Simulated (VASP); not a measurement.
# Zr (Fm-3m) in VASP: single point with PBEsol

Aim: the single point of Zr with PBEsol.

Program: VASP 6.6.1. These are calculated values, not measurements. Logs are shortened: lines on timing, memory, paths and dates and some standing lists are left out, and cuts for length are marked.

### Step 1. The cell of the first run

Symmetry: Fm-3m, No. 225, cubic system. The conventional cell has a = 4.466 Å, b = 4.466 Å, c = 4.466 Å, α = 90.00°, β = 90.00°, γ = 90.00°. Within 4.2 Å of Zr (site symmetry m-3m) lie 12 Zr at 3.16 Å.

### Step 2. Single point, PBEsol

The input, INCAR:

```
SYSTEM = Zr
PREC = Accurate
ENCUT = 520
EDIFF = 1E-6
ISMEAR = -1
SIGMA = 0.13605693000000002
LREAL = .False.
LASPH = .True.
NELM = 60
ALGO = Normal
ISIF = 2
LWAVE = .False.
LCHARG = .False.
GGA = PS
NBANDS = 12
```

The input, KPOINTS:

```
Automatic mesh
0
Gamma
  13 13 13
  0 0 0
```

The input, POSCAR:

```
Zr
1.0
    0.0000000000      2.2330746464      2.2330746464
    2.2330746464      0.0000000000      2.2330746464
    2.2330746464      2.2330746464      0.0000000000
Zr
1
Direct
    0.0000000000      0.0000000000      0.0000000000
```

Potentials or basis: VASP PAW PBE potentials, release 64 (Zr_sv).

Started as:

```sh
$ cat potpaw_PBE.64/Zr_sv/POTCAR > POTCAR
$ mpirun -np 1 vasp_std > vasp.out
```

OUTCAR:

```text
SYSTEM = Zr
   PREC = Accurate
   ENCUT = 520
   EDIFF = 1E-6
   ISMEAR = -1
   LREAL = .False.
   LASPH = .True.
   NELM = 60
   ISIF = 2
   GGA = PS

 ion  position               nearest neighbor table
   1  0.000  0.000  0.000-

  LATTYP: Found a face centered cubic cell.
 ALAT       =     4.4661492928

  Lattice vectors:

 A1 = (   0.0000000000,   2.2330746464,   2.2330746464)
 A2 = (   2.2330746464,   0.0000000000,   2.2330746464)
 A3 = (   2.2330746464,   2.2330746464,   0.0000000000)

Analysis of symmetry for initial positions (statically):
=====================================================================
 Subroutine PRICEL returns:
 Original cell was already a primitive cell.

 Routine SETGRP: Setting up the symmetry group for a
 face centered cubic supercell.

 Subroutine GETGRP returns: Found 48 space group operations
 (whereof 48 operations were pure point group operations)
 out of a pool of 48 trial point group operations.

The static configuration has the point symmetry O_h .

Analysis of symmetry for dynamics (positions and initial velocities):
=====================================================================
 Subroutine PRICEL returns:
 Original cell was already a primitive cell.

 Routine SETGRP: Setting up the symmetry group for a
 face centered cubic supercell.

 Subroutine GETGRP returns: Found 48 space group operations
 (whereof 48 operations were pure point group operations)
 out of a pool of 48 trial point group operations.

The dynamic configuration has the point symmetry O_h .

 Subroutine INISYM returns: Found 48 space group operations
 (whereof 48 operations are pure point group operations),
 and found     1 'primitive' translations

----------------------------------------------------------------------------------------

                                     Primitive cell

  volume of cell :      22.2710

  direct lattice vectors                    reciprocal lattice vectors
     0.000000000  2.233074646  2.233074646    -0.223906532  0.223906532  0.223906532
     2.233074646  0.000000000  2.233074646     0.223906532 -0.223906532  0.223906532
     2.233074646  2.233074646  0.000000000     0.223906532  0.223906532 -0.223906532

  length of vectors
     3.158044451  3.158044451  3.158044451     0.387817490  0.387817490  0.387817490

  position of ions in fractional coordinates (direct lattice)
     0.000000000  0.000000000  0.000000000

  ion indices of the primitive-cell ions
   primitive index   ion index
                 1           1

----------------------------------------------------------------------------------------

 KPOINTS: Automatic mesh

Automatic generation of k-mesh.
 Grid dimensions read from file:
 generate k-points for:   13   13   13

 Generating k-lattice:

  Cartesian coordinates                     Fractional coordinates (reciprocal lattice)
    -0.017223579  0.017223579  0.017223579     0.076923077  0.000000000  0.000000000
     0.017223579 -0.017223579  0.017223579     0.000000000  0.076923077  0.000000000
     0.017223579  0.017223579 -0.017223579     0.000000000  0.000000000  0.076923077

  Length of vectors
     0.029832115  0.029832115  0.029832115

  Shift w.r.t. Gamma in fractional coordinates (k-lattice)
     0.000000000  0.000000000  0.000000000

 Subroutine IBZKPT returns following result:
 ===========================================

 Found     84 irreducible k-points:

 Following reciprocal coordinates:
            Coordinates               Weight
  0.000000  0.000000  0.000000      1.000000
  0.076923  0.000000  0.000000      8.000000
  0.153846  0.000000  0.000000      8.000000
  0.230769  0.000000  0.000000      8.000000
  0.307692  0.000000  0.000000      8.000000
  0.384615  0.000000  0.000000      8.000000
[... 16 lines left out ...]
  0.384615  0.153846  0.000000     24.000000
  0.461538  0.153846  0.000000     24.000000
 [... further k-points ...]
   k-points           NKPTS =     84   k-points in BZ     NKDIM =     84   number of bands    NBANDS=     12
   number of dos      NEDOS =    301   number of ions     NIONS =      1
   total plane-waves  NPLWV =  13824
   dimension x,y,z NGX =    24 NGY =   24 NGZ =   24
   dimension x,y,z NGXF=    48 NGYF=   48 NGZF=   48
   ions per type =               1
   NGX,Y,Z   is equivalent  to a cutoff of  12.63, 12.63, 12.63 a.u.
   NGXF,Y,Z  is equivalent  to a cutoff of  25.27, 25.27, 25.27 a.u.
 SYSTEM =  Zr
   PREC   = accura    normal or accurate (medium, high low for compatibility)
   ISTART =      0    job   : 0-new  1-cont  2-samecut
   ICHARG =      2    charge: 1-file 2-atom 10-const
   ISPIN  =      1    spin polarized calculation?
   LNONCOLLINEAR =      F non collinear calculations
   LSORBIT =      F    spin-orbit coupling
   LASPH  =      T    aspherical Exc in radial PAW
   ENCUT  =  520.0 eV  38.22 Ry    6.18 a.u.   5.87  5.87  5.87*2*pi/ulx,y,z
   NELM   =     60;   NELMIN=  2; NELMDL= -5     # of ELM steps
   EDIFF  = 0.1E-05   stopping-criterion for ELM
   LREAL  =      F    real-space projection
   EDIFFG = 0.1E-04   stopping-criterion for IOM
   NSW    =      0    number of steps for IOM
   IBRION =     -1    ionic relax: 0-MD 1-quasi-New 2-CG
   NFREE  =      0    steps in history (QN), initial steepest desc. (CG)
   ISIF   =      2    stress and relaxation
   ISYM   =      2    0-nonsym 1-usesym 2-fastsym
   POTIM  = 0.5000    time-step for ionic-motion
   TEBEG  =    0.0;   TEEND  =   0.0 temperature during run
   PSTRESS=    0.0 pullay stress
   NELECT =      12.0000    total number of electrons
   NUPDOWN=      -1.0000    fix difference up-down
   EMIN   =  10.00;   EMAX   =-10.00  energy-range for DOS
   EFERMI =   0.00;   METHOD = LEGACY
   ISMEAR =    -1;   SIGMA  =   0.14  broadening in eV -4-tet -1-fermi 0-gaus
   EFERMI_NEDOS =   21; number of points for ismear=-14 and -15
   IALGO  =     38    algorithm
   IMIX   =      4    mixing-type and parameters
     AMIX     =   0.40;   BMIX     =  1.00
     AMIX_MAG =   1.60;   BMIX_MAG =  1.00
  volume/ion in A,a.u.               =      22.27       150.29
  Fermi-wavevector in a.u.,A,eV,Ry     =   1.332157  2.517411 24.145466  1.774642
  Thomas-Fermi vector in A             =   2.461113
   LORBIT       =      0    0 simple, 1 ext, 2 COOP (PROOUT), +10 PAW based schemes
   GGA     = PS    functional components
   LHFCALC =     F    Hartree Fock is set to
   AEXX    =    0.0000 exact exchange contribution
   IVDW    =     0    specifies the selected vdW correction
   LEPSILON=     F    determine dielectric tensor
   LRPA    =     F    only Hartree local field effects (RPA)
 non-spin polarized calculation
  energy-cutoff  :      520.00
  volume of cell :       22.27
 maximum number of plane-waves:       610
   NGX = 11   NGY = 11   NGZ = 11

 number of electron      12.0000000 magnetization

 Free energy of the ion-electron system (eV)
  ---------------------------------------------------
  ext. energy  EPLUGINS =         0.00000000
  ---------------------------------------------------
  free energy    TOTEN  =        -9.09192708 eV

  energy without entropy =       -9.00422057  energy(sigma->0) =       -9.04807382

 E-fermi :   9.2540     XC(G=0): -11.4066

 val. band max:        9.2379441334   @ k =   0.1538   0.1538   0.0000
 cond. band min:       9.2660885177   @ k =  -0.3077   0.3077   0.0000
 fundamental gap:      0.0281443843
 Fermi energy:         9.2540156883

 k-point     1 :       0.0000    0.0000    0.0000
  band No.  band energies     occupation
      1     -39.2608      2.00000
      2     -16.7307      2.00000
      3     -16.7307      2.00000
      4     -16.7307      2.00000
      5       3.6176      2.00000
      6      10.2471      0.00135
      7      10.2471      0.00135
      8      10.2471      0.00135
      9      12.8043      0.00000
     10      12.8043      0.00000
     11      19.8621      0.00000
     12      24.1720      0.00000

 k-point     2 :       0.0769    0.0000    0.0000
  band No.  band energies     occupation
      1     -39.2512      2.00000
      2     -16.7994      2.00000
      3     -16.7391      2.00000
      4     -16.7391      2.00000
      5       3.8180      2.00000
      6      10.0637      0.00519
      7      10.3405      0.00068
      8      10.3405      0.00068
      9      12.7090      0.00000
     10      12.7090      0.00000
     11      20.2912      0.00000
     12      23.3808      0.00000

 k-point     3 :       0.1538    0.0000    0.0000
  band No.  band energies     occupation
      1     -39.2245      2.00000
      2     -16.9865      2.00000
      3     -16.7621      2.00000
      4     -16.7621      2.00000
      5       4.3739      2.00000
      6       9.6514      0.10229
      7      10.5431      0.00015
      8      10.5431      0.00015
      9      12.5591      0.00000
     10      12.5591      0.00000
     11      21.1765      0.00000
     12      22.3136      0.00000
[... 286 lines left out ...]
 k-point    23 :       0.3846    0.1538    0.0000
  band No.  band energies     occupation
      1     -39.1126      2.00000
      2     -17.5632      2.00000
      3     -16.9466      2.00000
      4     -16.9241      2.00000
      5       6.5071      2.00000
      6       8.6967      1.96726
      7       9.7710      0.04379
      8      11.0451      0.00000
      9      13.5826      0.00000
     10      14.3981      0.00000
     11      20.5204      0.00000
     12      22.7191      0.00000

 k-point    24 :       0.4615    0.1538    0.0000
  band No.  band energies     occupation
      1     -39.0860      2.00000
      2     -17.7088      2.00000
      3     -17.0007      2.00000
      4     -16.9327      2.00000
      5       6.7558      2.00000
      6       8.9076      1.85459
      7       9.8205      0.03064
      8      10.8198      0.00002
      9      14.7801      0.00000
     10      14.7980      0.00000
     11      19.4019      0.00000
     12      21.5956      0.00000

 [... further k-points ...]

------------------------ aborting loop because EDIFF is reached ----------------------------------------

  FORCE on cell =-STRESS in cart. coord.  units (eV):
  Direction    XX          YY          ZZ          XY          YZ          ZX
  --------------------------------------------------------------------------------------
  -------------------------------------------------------------------------------------
  Total        0.0441102      0.0441102      0.0441102     -0.0000000     -0.0000000      0.0000000
  in kB        3.1732881      3.1732881      3.1732881     -0.0000000     -0.0000000      0.0000000
  external PRESSURE =       3.1732881 kB  Pullay stress =       0.0000000 kB

 VOLUME and BASIS-vectors are now :
 -----------------------------------------------------------------------------
  energy-cutoff  :      520.00
  volume of cell :       22.27
      direct lattice vectors                 reciprocal lattice vectors
     0.000000000  2.233074646  2.233074646    -0.223906532  0.223906532  0.223906532
     2.233074646  0.000000000  2.233074646     0.223906532 -0.223906532  0.223906532
     2.233074646  2.233074646  0.000000000     0.223906532  0.223906532 -0.223906532

 POSITION                                       TOTAL-FORCE (eV/Angst)
 -----------------------------------------------------------------------------------
      0.00000      0.00000      0.00000         0.000000      0.000000      0.000000
 -----------------------------------------------------------------------------------
    total drift:                               -0.000000     -0.000000      0.000000

  FREE ENERGIE OF THE ION-ELECTRON SYSTEM (eV)
  ---------------------------------------------------
  free  energy   TOTEN  =        -9.0919270751 eV

  energy  without entropy=       -9.0042205671  energy(sigma->0) =       -9.04807382
```

Run time: 32 s. Hardware: 1 thread of AMD EPYC 7R13, shared host; peak memory 0.12 GiB.

Results:

* Free energy: -9.0919 eV
* Pressure: 0.3 GPa
* Band gap on the k mesh: zero (band 6 reaches 10.25 eV, above the bottom of band 7 at 8.67 eV)

Caveat: the PAW data sets were made with another functional, which shifts forces and pressure a little.
